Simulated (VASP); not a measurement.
# WS2 (Tungstenite) (R3m) in VASP: notebook, part 2 of 2

VASP 6.6.1. The steps go on from the part before.

### 4 Single point, r2SCAN

POSCAR

```
WS2
1.0
    1.5858867130      0.9156121207      6.2374759834
   -1.5858867130      0.9156121207      6.2374759834
    0.0000000000     -1.8312242412      6.2374759834
W S
1 2
Direct
    0.0006662240      0.0006662240      0.0006662240
    0.2505579540      0.2505579540      0.2505579540
    0.4174758219      0.4174758219      0.4174758219
```

INCAR.step1

```
SYSTEM = WS2
PREC     = Accurate       ! precision mode
ENCUT    = 520            ! plane-wave cutoff, eV
ISMEAR   = 0              ! smearing method
SIGMA    = 0.01           ! smearing width, eV
LREAL    = .False.        ! projectors in reciprocal space
LASPH    = .True.         ! aspherical terms in the spheres
NELM     = 60             ! most SCF steps
NBANDS   = 20             ! bands
GGA      = PE             ! functional
ALGO     = Normal         ! electronic algorithm
EDIFF    = 1E-4           ! SCF threshold, eV
LWAVE    = .True.         ! write WAVECAR
LCHARG   = .False.        ! write CHGCAR
```

INCAR.step2

```
SYSTEM = WS2
PREC     = Accurate       ! precision mode
ENCUT    = 520            ! plane-wave cutoff, eV
EDIFF    = 1E-6           ! SCF threshold, eV
ISMEAR   = 0              ! smearing method
SIGMA    = 0.01           ! smearing width, eV
LREAL    = .False.        ! projectors in reciprocal space
LASPH    = .True.         ! aspherical terms in the spheres
NELM     = 60             ! most SCF steps
ALGO     = Normal         ! electronic algorithm
ISIF     = 2              ! what is computed and relaxed
LWAVE    = .False.        ! write WAVECAR
LCHARG   = .True.         ! write CHGCAR
METAGGA  = R2SCAN         ! meta-GGA
LMIXTAU  = .True.       
LELF     = .True.         ! ELF
LVHAR    = .True.       
NBANDS   = 20             ! bands
ISTART   = 1
```

KPOINTS

```
regular mesh
0
Gamma
  6 6 6
  0 0 0
```

Potentials or basis: VASP PAW PBE potentials, release 64 (W_sv, S).

Started as:

```sh
> cat potpaw_PBE.64/W_sv/POTCAR potpaw_PBE.64/S/POTCAR > POTCAR
> cp INCAR.step1 INCAR
> mpirun -np 1 vasp_std > vasp.out
> cp INCAR.step2 INCAR
> mpirun -np 1 vasp_std > vasp.out
```

OUTCAR:

```text
SYSTEM = WS2
   PREC = Accurate
   ENCUT = 520
   EDIFF = 1E-6
   ISMEAR = 0
   LREAL = .False.
   LASPH = .True.
   NELM = 60
   ISIF = 2
   METAGGA = R2SCAN
   ISTART = 1

 ion  position               nearest neighbor table
   1  0.001  0.001  0.001-   2 2.41   2 2.41   2 2.41   3 2.41   3 2.41   3 2.41
   2  0.251  0.251  0.251-   1 2.41   1 2.41   1 2.41
   3  0.417  0.417  0.417-   1 2.41   1 2.41   1 2.41

  LATTYP: Found a trigonal (rhomboedric) cell.
 ALAT       =     6.5007298718
 COS(alpha) =     0.8809717423

  Lattice vectors:

 A1 = (   1.5858867130,   0.9156121207,   6.2374759834)
 A2 = (  -1.5858867130,   0.9156121207,   6.2374759834)
 A3 = (   0.0000000000,  -1.8312242412,   6.2374759834)

Analysis of symmetry for initial positions (statically):
=====================================================================
 Subroutine PRICEL returns:
 Original cell was already a primitive cell.

 Routine SETGRP: Setting up the symmetry group for a
 trigonal (rhombohedral) supercell.

 Subroutine GETGRP returns: Found  6 space group operations
 (whereof  6 operations were pure point group operations)
 out of a pool of 12 trial point group operations.

The static configuration has the point symmetry C_3v.

Analysis of symmetry for dynamics (positions and initial velocities):
=====================================================================
 Subroutine PRICEL returns:
 Original cell was already a primitive cell.

 Routine SETGRP: Setting up the symmetry group for a
 trigonal (rhombohedral) supercell.

 Subroutine GETGRP returns: Found  6 space group operations
 (whereof  6 operations were pure point group operations)
 out of a pool of 12 trial point group operations.

The dynamic configuration has the point symmetry C_3v.

 Subroutine INISYM returns: Found  6 space group operations
 (whereof  6 operations are pure point group operations),
 and found     1 'primitive' translations

----------------------------------------------------------------------------------------

                                     Primitive cell

  volume of cell :      54.3430

  direct lattice vectors                    reciprocal lattice vectors
     1.585886713  0.915612121  6.237475983     0.315281032  0.182027589  0.053440420
    -1.585886713  0.915612121  6.237475983    -0.315281032  0.182027589  0.053440420
     0.000000000 -1.831224241  6.237475983     0.000000000 -0.364055178  0.053440420

  length of vectors
     6.500729872  6.500729872  6.500729872     0.367956588  0.367956588  0.367956588

  position of ions in fractional coordinates (direct lattice)
     0.000666224  0.000666224  0.000666224
     0.250557954  0.250557954  0.250557954
     0.417475822  0.417475822  0.417475822

  ion indices of the primitive-cell ions
   primitive index   ion index
                 1           1
                 2           2
                 3           3

----------------------------------------------------------------------------------------

 KPOINTS: regular mesh

Automatic generation of k-mesh.
 Grid dimensions read from file:
 generate k-points for:    6    6    6

 Generating k-lattice:

  Cartesian coordinates                     Fractional coordinates (reciprocal lattice)
     0.052546839  0.030337931  0.008906737     0.166666667 -0.000000000 -0.000000000
    -0.052546839  0.030337931  0.008906737    -0.000000000  0.166666667 -0.000000000
     0.000000000 -0.060675863  0.008906737     0.000000000  0.000000000  0.166666667

  Length of vectors
     0.061326098  0.061326098  0.061326098

  Shift w.r.t. Gamma in fractional coordinates (k-lattice)
     0.000000000  0.000000000  0.000000000

 Subroutine IBZKPT returns following result:
 ===========================================

 Found     32 irreducible k-points:

 Following reciprocal coordinates:
            Coordinates               Weight
  0.000000  0.000000  0.000000      1.000000
  0.166667 -0.000000 -0.000000      6.000000
  0.333333  0.000000 -0.000000      6.000000
  0.500000  0.000000 -0.000000      3.000000
  0.166667  0.166667 -0.000000      6.000000
  0.333333  0.166667  0.000000     12.000000
[... 16 lines left out ...]
  0.500000  0.500000  0.166667      6.000000
 -0.333333  0.500000  0.166667     12.000000
 [... further k-points ...]
   k-points           NKPTS =     32   k-points in BZ     NKDIM =     32   number of bands    NBANDS=     20
   number of dos      NEDOS =    301   number of ions     NIONS =      3
   total plane-waves  NPLWV = 110592
   dimension x,y,z NGX =    48 NGY =   48 NGZ =   48
   dimension x,y,z NGXF=    96 NGYF=   96 NGZF=   96
   ions per type =               1   2
   NGX,Y,Z   is equivalent  to a cutoff of  12.28, 12.28, 12.28 a.u.
   NGXF,Y,Z  is equivalent  to a cutoff of  24.55, 24.55, 24.55 a.u.
 SYSTEM =  WS2
   PREC   = accura    normal or accurate (medium, high low for compatibility)
   ISTART =      1    job   : 0-new  1-cont  2-samecut
   ICHARG =      0    charge: 1-file 2-atom 10-const
   ISPIN  =      1    spin polarized calculation?
   LNONCOLLINEAR =      F non collinear calculations
   LSORBIT =      F    spin-orbit coupling
   LASPH  =      T    aspherical Exc in radial PAW
   ENCUT  =  520.0 eV  38.22 Ry    6.18 a.u.  12.09 12.09 12.09*2*pi/ulx,y,z
   NELM   =     60;   NELMIN=  2; NELMDL=  0     # of ELM steps
   EDIFF  = 0.1E-05   stopping-criterion for ELM
   LREAL  =      F    real-space projection
   EDIFFG = 0.1E-04   stopping-criterion for IOM
   NSW    =      0    number of steps for IOM
   IBRION =     -1    ionic relax: 0-MD 1-quasi-New 2-CG
   NFREE  =      0    steps in history (QN), initial steepest desc. (CG)
   ISIF   =      2    stress and relaxation
   ISYM   =      2    0-nonsym 1-usesym 2-fastsym
   POTIM  = 0.5000    time-step for ionic-motion
   TEBEG  =    0.0;   TEEND  =   0.0 temperature during run
   PSTRESS=    0.0 pullay stress
   NELECT =      26.0000    total number of electrons
   NUPDOWN=      -1.0000    fix difference up-down
   EMIN   =  10.00;   EMAX   =-10.00  energy-range for DOS
   EFERMI =   0.00;   METHOD = LEGACY
   ISMEAR =     0;   SIGMA  =   0.01  broadening in eV -4-tet -1-fermi 0-gaus
   EFERMI_NEDOS =   21; number of points for ismear=-14 and -15
   IALGO  =     38    algorithm
   IMIX   =      4    mixing-type and parameters
     AMIX     =   0.40;   BMIX     =  1.00
     AMIX_MAG =   1.60;   BMIX_MAG =  1.00
  volume/ion in A,a.u.               =      18.11       122.24
  Fermi-wavevector in a.u.,A,eV,Ry     =   1.280417  2.419637 22.306302  1.639467
  Thomas-Fermi vector in A             =   2.412846
   LORBIT       =      0    0 simple, 1 ext, 2 COOP (PROOUT), +10 PAW based schemes
   METAGGA = R2SCAN    functional components
   LHFCALC =     F    Hartree Fock is set to
   AEXX    =    0.0000 exact exchange contribution
   IVDW    =     0    specifies the selected vdW correction
   LEPSILON=     F    determine dielectric tensor
   LRPA    =     F    only Hartree local field effects (RPA)
 non-spin polarized calculation
 Gauss-broadening in eV      SIGMA  =   0.01
  energy-cutoff  :      520.00
  volume of cell :       54.34
 maximum number of plane-waves:      1476
   NGX = 25   NGY = 25   NGZ = 25

 number of electron      26.0000001 magnetization

 Free energy of the ion-electron system (eV)
  ---------------------------------------------------
  ext. energy  EPLUGINS =         0.00000000
  ---------------------------------------------------
  free energy    TOTEN  =       -70.06535846 eV

  energy without entropy =      -70.06535846  energy(sigma->0) =      -70.06535846

 E-fermi :   7.1533     XC(G=0): -11.5226

 val. band max:        7.0958899285   @ k =   0.5000   0.5000   0.5000
 cond. band min:       8.2981713259   @ k =  -0.1667   0.1667   0.0000
 fundamental gap:      1.2022813973
 Fermi energy:         7.1533425236

 k-point     1 :       0.0000    0.0000    0.0000
  band No.  band energies     occupation
      1     -69.5252      2.00000
      2     -33.1261      2.00000
      3     -32.9552      2.00000
      4     -32.9552      2.00000
      5      -9.2179      2.00000
      6      -7.2001      2.00000
[... 12 lines left out ...]
     19      15.6183      0.00000
     20      15.9549      0.00000
[... 507 lines left out ...]
 k-point    24 :      -0.3333    0.5000    0.1667
  band No.  band energies     occupation
      1     -69.5052      2.00000
      2     -33.2773      2.00000
      3     -33.0897      2.00000
      4     -33.0560      2.00000
      5      -6.8643      2.00000
      6      -6.6599      2.00000
[... 12 lines left out ...]
     19      15.1702      0.00000
     20      15.8942      0.00000

 [... further k-points ...]
[... 5 lines left out ...]
  --------------------------------------------------------------------------------------
  -------------------------------------------------------------------------------------
  Total        0.5152865      0.5152865      0.4317887      0.0000000      0.0000000     -0.0000000
  in kB       15.1920190     15.1920190     12.7302818      0.0000000      0.0000000     -0.0000000
  external PRESSURE =      14.3714399 kB  Pullay stress =       0.0000000 kB

 VOLUME and BASIS-vectors are now :
 -----------------------------------------------------------------------------
  energy-cutoff  :      520.00
  volume of cell :       54.34
      direct lattice vectors                 reciprocal lattice vectors
     1.585886713  0.915612121  6.237475983     0.315281032  0.182027589  0.053440420
    -1.585886713  0.915612121  6.237475983    -0.315281032  0.182027589  0.053440420
     0.000000000 -1.831224241  6.237475983     0.000000000 -0.364055178  0.053440420

 POSITION                                       TOTAL-FORCE (eV/Angst)
 -----------------------------------------------------------------------------------
      0.00000      0.00000      0.01247         0.000000     -0.000000     -0.000541
      0.00000      0.00000      4.68855         0.000000      0.000000      0.025407
      0.00000      0.00000      7.81199         0.000000     -0.000000     -0.024866
 -----------------------------------------------------------------------------------
    total drift:                               -0.000000     -0.000000     -0.000274

  FREE ENERGIE OF THE ION-ELECTRON SYSTEM (eV)
  ---------------------------------------------------
  free  energy   TOTEN  =       -70.0653584600 eV

  energy  without entropy=      -70.0653584600  energy(sigma->0) =      -70.06535846
```

It took 2.6 min on 1 thread of Intel Xeon 6975P-C (Granite Rapids), shared host; peak memory 0.37 GiB.

Results:

```yaml
Free_energy: -70.0654 eV
Pressure: 1.4 GPa
Largest_force: 0.025 eV/Å
Band_gap_on_the_k_mesh: 1.20 eV, indirect (least direct gap 1.97 eV)
```

Forces on the atoms (eV/Å):
```
W    0.000  0.000 -0.001
S    0.000  0.000  0.025
S    0.000  0.000 -0.025
```

Levels at points of the mesh, in eV from the valence-band top:
```tsv
k point	band 9	band 10	band 11	band 12	band 13	band 14	band 15	band 16	band 17	band 18
(0.00, 0.00, 0.00)	-3.72	-2.45	-2.45	-1.73	-1.17	2.37	2.37	2.63	2.63	5.17
(0.50, 0.00, 0.00)	-5.49	-4.35	-2.72	-2.01	-1.76	2.40	2.73	3.92	4.10	4.76
(0.50, 0.50, 0.00)	-5.19	-4.28	-3.27	-2.18	-1.61	2.36	2.87	3.50	4.55	5.32
(0.50, 0.50, 0.50)	-3.73	-3.73	-2.42	-2.42	0.00	2.45	2.45	2.51	2.51	5.38
```

Caveat: the PAW data sets were made with another functional, which shifts forces and pressure a little; spin-orbit coupling is left out, which moves the levels of the heavy elements. A k mesh can miss the band edges.
